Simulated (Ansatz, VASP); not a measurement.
**Si2P3 in VASP and in Ansatz**

```
Si P
1.0
     4.45183    0.00000    0.00000
     0.00000    4.45183    0.00000
     0.00000    0.00000    4.72311
Si P
2 3
Direct
  0.00000 0.50000 0.00000
  0.50000 0.00000 0.00000
  0.00000 0.50000 0.50000
  0.50000 0.00000 0.50000
  0.00000 0.00000 0.00000
```

Alike in both runs: functional PBE; k mesh 4 × 4 × 3; occupations gaussian, width 0.2 eV; no spin polarisation.

Ansatz relaxed the structure, and its values are those at the end. VASP's run is a single point on that final structure, the one shown.

|  | VASP | Ansatz |
| --- | --- | --- |
| version | VASP 6.6.1 | Ansatz 0.2.0 |
| potentials or method | VASP PAW PBE potentials, release 64 (Si, P), cutoff 500 eV | scalar-relativistic, plane waves, PAW |
| valence electrons in the cell | 23 | 23 |

Ansatz gave:

```
gap on the k mesh at the Fermi level (eV) : none
pressure (GPa)                            : 0.5
```

Problem. Which values does VASP return?

Solution. gap on the k mesh at the Fermi level (eV): none; pressure (GPa): 0.4.

A gap of «none» marks a metal or a gap that the smearing closes.

The k mesh is coarse, so the values compare programs but aren't converged.
